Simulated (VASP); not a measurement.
Set up this calculation in VASP 6.6.1, as the native input.

| Quantity | Value |
| --- | --- |
| Task | single point |
| Functional | PBE |
| Potentials or basis | VASP PAW PBE potentials, release 64 (Zr_sv, Nb_sv, Te) |
| Cutoff | 520 eV |
| k mesh | 6 × 6 × 8 |
| Occupations | gaussian, width 0.1 eV |
| Spin | no spin polarisation |
| Dipole correction | no |
| Further INCAR settings | ALGO = Fast; EDIFF = 1e-07; NBANDS = 40 |

The structure of Zr3NbTe2 lies in POSCAR:

```
Zr3NbTe2
1.0
    5.8340096362      0.0000000000      0.0000000000
   -2.9170048181      5.0524005508      0.0000000000
    0.0000000000      0.0000000000      4.7954114177
Zr Nb Te
3 1 2
Direct
    0.5000000000      0.0000000000      0.5000000000
    0.5000000000      0.5000000000      0.5000000000
    0.0000000000      0.5000000000      0.5000000000
    0.0000000000      0.0000000000      0.0000000000
    0.3333333333      0.6666666667      0.0000000000
    0.6666666667      0.3333333333      0.0000000000
```

The cell was generated, and may not be a known phase.

One way to write it, as run:

INCAR

```
SYSTEM = Zr3NbTe2
ALGO = Fast
EDIFF = 1E-7
ENCUT = 520
GGA = PE
ISIF = 2
ISMEAR = 0
LASPH = .True.
LCHARG = .True.
LELF = .True.
LREAL = .False.
LVHAR = .True.
LWAVE = .False.
NBANDS = 40
NELM = 100
PREC = Accurate
SIGMA = 0.1
```

KPOINTS

```
k-points
0
Gamma
  6 6 8
  0 0 0
```

Potentials or basis: VASP PAW PBE potentials, release 64 (Zr_sv, Nb_sv, Te).

Run with:

```bash
$ cat potpaw_PBE.64/Zr_sv/POTCAR potpaw_PBE.64/Nb_sv/POTCAR potpaw_PBE.64/Te/POTCAR > POTCAR
$ mpirun -np 1 vasp_std > vasp.out
```

It gave:

```yaml
Pressure: 0.0 GPa
Band_gap_on_the_k_mesh: zero (an odd number of electrons rules out a gap without spin polarisation)
```

Caveat: spin-orbit coupling is left out, which moves the levels of the heavy elements.

Wall time 18 min on 1 thread of Intel(R) Xeon(R) Platinum 8175M CPU @ 2.50GHz (Skylake/Cascade Lake), on a shared host, peak memory 0.39 GiB.
